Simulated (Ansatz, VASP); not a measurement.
**One calculation of GaN, two programs**

File POSCAR:

```
GaN
1.0
    3.2276996554      0.0000000000      0.0000000000
   -1.6138498277      2.7952698973      0.0000000000
    0.0000000000      0.0000000000      5.0885100000
Ga N
2 2
Direct
    0.3333333333      0.6666666667      0.0000000000
    0.6666666667      0.3333333333      0.5000000000
    0.3333333333      0.6666666667      0.3750000000
    0.6666666667      0.3333333333      0.8750000000
```

The input INCAR.step1:

```
PREC = Accurate
ENCUT = 520
ISMEAR = 0
SIGMA = 0.05
LREAL = F
LASPH = T
NELM = 100
NBANDS = 26
GGA = PE
ALGO = Normal
EDIFF = 1E-4
LWAVE = T
LCHARG = F
```

INCAR.step2

```
PREC = Accurate
ENCUT = 520
EDIFF = 1E-7
ISMEAR = 0
SIGMA = 0.05
LREAL = F
LASPH = T
NELM = 100
ALGO = Normal
ISIF = 2
LWAVE = F
LCHARG = F
METAGGA = R2SCAN
LMIXTAU = T
NBANDS = 26
ISTART = 1
```

File KPOINTS:

```
Automatic mesh
0
Gamma
  12 12 6
```

Input for Ansatz:

```yaml
crystal:
  lattice:
    - [3.2276996554, 0.0, 0.0]
    - [-1.6138498277, 2.7952698973, 0.0]
    - [0.0, 0.0, 5.08851]
  atoms:
    - { symbol: Ga, position: [0.3333333333, 0.6666666667, 0.0] }
    - { symbol: Ga, position: [0.6666666667, 0.3333333333, 0.5] }
    - { symbol: "N", position: [0.3333333333, 0.6666666667, 0.375] }
    - { symbol: "N", position: [0.6666666667, 0.3333333333, 0.875] }
basis:
  ecutwfc: 500
kpoints:
  mp_grid: { grid: [12, 12, 6] }
hamiltonian:
  xc: r2scan
scf:
  occupations: { method: gaussian, width: 0.05 }
output:
  forces: true
  stress: true
  eigenvalues: true
```

Change from the starting cell: strain +0.015 along x and y, -0.015 along z, atoms carried along.

Alike in both runs: task single point; functional r2SCAN; k mesh 12 × 12 × 6; occupations gaussian, width 0.05 eV; no spin polarisation.

```csv
,VASP,Ansatz
version,VASP 6.6.1,Ansatz 0.2.0
potentials or method,"VASP PAW PBE potentials, release 64 (Ga_d, N), cutoff 520 eV","scalar-relativistic, plane waves, PAW"
valence electrons in the cell,36,36
```

```csv
,VASP,Ansatz,Ansatz less VASP
gap on the k mesh at the Fermi level (eV),2.30,2.31,+0.008
least direct gap on the mesh (eV),2.30,2.31,+0.008
pressure (GPa),-0.4,-1.4,-0.99
"traceless stress, the component that is largest in VASP (GPa)",9.42,9.36,-0.053
rms of the force components (eV/Å),0.295,0.284,-0.0104
```

VASP's potentials were made for PBE, not for r2SCAN. Atom by atom the forces differ by 0.010 eV/Å (rms over components).
